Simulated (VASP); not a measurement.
Here is a VASP 6.6.1 calculation.

The input INCAR:

```
SYSTEM = Ta3H
ALGO = Normal
DIPOL = 0.5 0.5 0.319
EDIFF = 1E-6
ENCUT = 520
IDIPOL = 3
ISIF = 2
ISMEAR = 0
LASPH = .TRUE.
LCHARG = .TRUE.
LDIPOL = .TRUE.
LELF = .TRUE.
LREAL = .FALSE.
LVACPOTAV = .TRUE.
LVHAR = .TRUE.
LWAVE = .FALSE.
NBANDS = 44
NELM = 80
PREC = Accurate
SIGMA = 0.1
```

File KPOINTS:

```
k-points
0
G
  6 6 1
  0 0 0
```

File POSCAR:

```
Ta3H
1.0
    4.6002247492      0.0000000000      0.0000000000
   -2.3001123746      3.9839114959      0.0000000000
    0.0000000000      0.0000000000     22.4017722044
Ta H
6 2
Direct
    0.6666666667      0.3333333333      0.1785573018
    0.3333333333      0.6666666667      0.2204743848
    0.0000000000      0.0000000000      0.2623914678
    0.6666666667      0.3333333333      0.3016814391
    0.3333333333      0.6666666667      0.3385386112
    0.0000000000      0.0000000000      0.3750494438
    0.0904104196      0.6666666667      0.4379908926
    0.5762562471      0.6666666667      0.4379908926
```

Potentials or basis: VASP PAW LDA potentials, release 64 (Ta_pv, H).

Launch:

```sh
$ cat potpaw_LDA.64/Ta_pv/POTCAR potpaw_LDA.64/H/POTCAR > POTCAR
$ mpirun -np 1 vasp_std > vasp.out
```

(1) What does it give for the largest force?

(2) What does it give for the band gap on the k mesh?

## Answers

(1) 2.908 eV/Å.

(2) zero (bands 34 and 35 overlap by 0.15 eV).

Caveat: spin-orbit coupling is left out, which moves the levels of the heavy elements.
